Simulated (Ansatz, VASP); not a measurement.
One calculation of BiClO, two programs

```
Bi O Cl
1.0
    11.80000    0.00000    0.00000
     0.00000   11.42000    0.00000
     0.00000    0.00000   13.54000
Bi O Cl
2 2 2
Cartesian
  5.9008 4.5038 8.3848
  5.9008 4.5038 5.1556
  7.3016 4.5000 6.7702
  4.5000 4.5000 6.7702
  5.9008 6.9174 9.0404
  5.9008 6.9174 4.5000
```

Alike in both runs: task single point; functional PBE; k mesh 1 × 1 × 1; occupations gaussian, width 0.01 eV; no spin polarisation.

|  | VASP | Ansatz |
| --- | --- | --- |
| version | VASP 6.6.1 | Ansatz 0.2.0 |
| potentials or method | VASP PAW PBE potentials, release 64 (Bi_d, O, Cl), cutoff 520 eV | scalar-relativistic, plane waves, PAW |
| valence electrons in the cell | 56 | 56 |

Ansatz gave:

* gap on the k mesh at the Fermi level (eV): 3.41
* rms of the force components (eV/Å): 0.352

**Question.** What did VASP give for the same quantities?

**Answer.** gap on the k mesh at the Fermi level (eV): 3.39; rms of the force components (eV/Å): 0.318.

Atom by atom the forces differ by 0.037 eV/Å (rms over components). Ansatz's warnings: structure snapped to symmetry.

Neither program's run includes spin-orbit coupling.
